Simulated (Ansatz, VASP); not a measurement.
**Rh in VASP and in Ansatz**

```
Rh
1.0
     2.67556    0.00000    0.00000
    -1.33778    2.31711    0.00000
     0.00000    0.00000    8.72751
Rh
4
Direct
  0.00000 0.00000 0.00000
  0.33333 0.66667 0.25000
  0.00000 0.00000 0.50000
  0.66667 0.33333 0.75000
```

Alike in both runs: functional PBEsol; k mesh 18 × 18 × 6; occupations gaussian, width 0.1 eV; no spin polarisation.

Ansatz relaxed the structure, and its values are those at the end. VASP's run is a single point on that final structure, the one shown.

|  | VASP | Ansatz |
| --- | --- | --- |
| version | VASP 6.6.1 | Ansatz 0.2.0 |
| potentials or method | VASP PAW PBE potentials, release 64 (Rh_pv), cutoff 520 eV | scalar-relativistic, plane waves, PAW |
| valence electrons in the cell | 60 | 68 |

|  | VASP | Ansatz | Ansatz less VASP |
| --- | --- | --- | --- |
| gap on the k mesh at the Fermi level (eV) | none | none | - |
| pressure (GPa) | -0.1 | 0.0 | +0.08 |

VASP's potentials were made for PBE, not for PBEsol, and Ansatz warns of the same on its side. A gap of «none» marks a metal or a gap that the smearing closes. With one functional, cell and mesh, what is left measures potentials, basis and numerics. VASP's potentials hold 60 valence electrons a cell and Ansatz's 68, so a difference there can come from the potentials and not from the codes.
